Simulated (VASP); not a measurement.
Set up this calculation in VASP 6.6.1, as the native input.

```yaml
Task: single point
Functional: PBE
Potentials_or_basis: VASP PAW PBE potentials, release 64 (Zn, Ge_d, N)
Cutoff: 520 eV
k_mesh: 10 × 10 × 4
Occupations: gaussian, width 0.1 eV
Spin: no spin polarisation
Dipole_correction: no
Further_INCAR_settings: ALGO = Normal; EDIFF = 1e-06; NBANDS = 36
```

The structure of ZnGe2N3 lies in POSCAR:

```
ZnGe2N3
1.0
    3.7473727362      0.0000000000      0.0000000000
    0.0000000000      3.7473727362      0.0000000000
    0.0000000000      0.0000000000      9.6075668927
Zn Ge N
1 2 3
Direct
    0.0000000000      0.0000000000      0.0000000000
    0.0000000000      0.0000000000      0.3176196199
    0.0000000000      0.0000000000      0.6823803801
    0.0000000000      0.5000000000      0.0000000000
    0.5000000000      0.0000000000      0.0000000000
    0.0000000000      0.0000000000      0.5000000000
```

The cell was built from a structure type or drawn by symmetry, and may not be a known phase.

The input as run:

INCAR

```
SYSTEM = ZnGe2N3
PREC = Accurate
ENCUT = 520
EDIFF = 1E-6
ISMEAR = 0
SIGMA = 0.1
LREAL = .FALSE.
LASPH = .TRUE.
NELM = 100
ALGO = Normal
ISIF = 2
LWAVE = .FALSE.
LCHARG = .FALSE.
GGA = PE
NBANDS = 36
```

KPOINTS

```
regular mesh
0
G
  10 10 4
  0 0 0
```

Potentials or basis: VASP PAW PBE potentials, release 64 (Zn, Ge_d, N).

Run with:

```sh
$ cat potpaw_PBE.64/Zn/POTCAR potpaw_PBE.64/Ge_d/POTCAR potpaw_PBE.64/N/POTCAR > POTCAR
$ mpirun -np 1 vasp_std > vasp.out
```

Results of the run:

```
Pressure               : 0.0 GPa
Largest force          : 0.102 eV/Å
Band gap on the k mesh : zero (an odd number of electrons rules out a gap without spin polarisation)
```

It took 5.4 min on 1 thread of Intel(R) Xeon(R) Platinum 8259CL CPU @ 2.50GHz (Skylake/Cascade Lake), on a shared host, peak memory 0.41 GiB.
